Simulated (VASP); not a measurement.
A run of VASP 6.6.1 is set up as follows.

File INCAR:

```
SYSTEM = Si16Ge
ALGO = Normal
EDIFF = 1E-6
ENCUT = 520
GGA = PE
ISIF = 2
ISMEAR = 0
LASPH = .TRUE.
LCHARG = .FALSE.
LREAL = Auto
LWAVE = .FALSE.
NBANDS = 53
NELM = 100
PREC = Accurate
SIGMA = 0.05
```

The input KPOINTS:

```
k-points
0
G
  2 2 2
  0 0 0
```

The input POSCAR:

```
Si16Ge
1.0
    0.0000000000      5.4300000000      5.4300000000
    5.4300000000      0.0000000000      5.4300000000
    5.4300000000      5.4300000000      0.0000000000
Si Ge
16 1
Direct
    0.0122158902     -0.0343794100      0.0125475133
    0.1274195502      0.1068201885      0.1280813912
    0.0178295789     -0.0019177559      0.4984934836
    0.1590254096      0.1134960230      0.6137044456
   -0.0244855149      0.4757455412     -0.0238642852
    0.1020460881      0.6022880915      0.1027216335
    0.0121042049      0.5122283121      0.4660243965
    0.1274104806      0.6276647671      0.6071986731
    0.4978400794     -0.0019115956      0.0184068931
    0.6132322887      0.1133588150      0.1596182712
    0.5224454971      0.0227071766      0.5231024733
    0.6488828726      0.1491116894      0.6494771585
    0.4654034198      0.5123855152      0.0125943094
    0.6065982310      0.6276657972      0.1280732385
    0.4978284805      0.5180544015      0.4984877885
    0.6133041664      0.6592655733      0.6136397969
    0.8130140769      0.3132918698      0.8137529189
```

Potentials or basis: VASP PAW PBE potentials, release 64 (Si, Ge_d).

Command:

```bash
$ cat potpaw_PBE.64/Si/POTCAR potpaw_PBE.64/Ge_d/POTCAR > POTCAR
$ mpirun -np 1 vasp_std > vasp.out
```

(1) Estimate the band gap on the k mesh.

(2) Predict the largest force.

(3) What does it give for the pressure?

## Answers

(1) 0.14 eV.

(2) 0.025 eV/Å.

(3) 5.5 GPa.

Caveat: the k points lie up to 0.50 Å⁻¹ apart.
